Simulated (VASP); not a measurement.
A run of VASP 6.6.1 is set up as follows.

Contents of POSCAR:

```
In
1.0
    3.0437040583      0.0000000000      0.0000000000
    0.0000000000      3.0437040583      0.0000000000
    0.0000000000      0.0000000000      3.0437040583
In
1
Direct
    0.0000000000      0.0000000000      0.0000000000
```

File INCAR.step1:

```
SYSTEM = In
PREC = Accurate
ENCUT = 520
ISMEAR = -1
SIGMA = 0.1
LREAL = .False.
LASPH = .True.
NELM = 100
NBANDS = 12
GGA = PE
ALGO = Normal
EDIFF = 1E-4
LWAVE = .True.
LCHARG = .False.
```

INCAR.step2

```
SYSTEM = In
PREC = Accurate
ENCUT = 520
EDIFF = 1E-6
ISMEAR = -1
SIGMA = 0.1
LREAL = .False.
LASPH = .True.
NELM = 100
ALGO = Normal
ISIF = 2
LWAVE = .False.
LCHARG = .True.
METAGGA = R2SCAN
LMIXTAU = .True.
LELF = .True.
LVHAR = .True.
NBANDS = 12
ISTART = 1
```

Contents of KPOINTS:

```
Automatic mesh
0
Gamma
  12 12 12
  0 0 0
```

Potentials or basis: VASP PAW PBE potentials, release 64 (In_d).

Command:

```bash
$ cat potpaw_PBE.64/In_d/POTCAR > POTCAR
$ cp INCAR.step1 INCAR
$ mpirun -np 1 vasp_std > vasp.out
$ cp INCAR.step2 INCAR
$ mpirun -np 1 vasp_std > vasp.out
```

Task: Predict the pressure.

Result: -0.1 GPa.

Task: What does it give for the band gap on the k mesh?

Result: Zero (an odd number of electrons rules out a gap without spin polarisation).

Caveat: the PAW data sets were made with another functional, which shifts forces and pressure a little; spin-orbit coupling is left out, which moves the levels of the heavy elements.
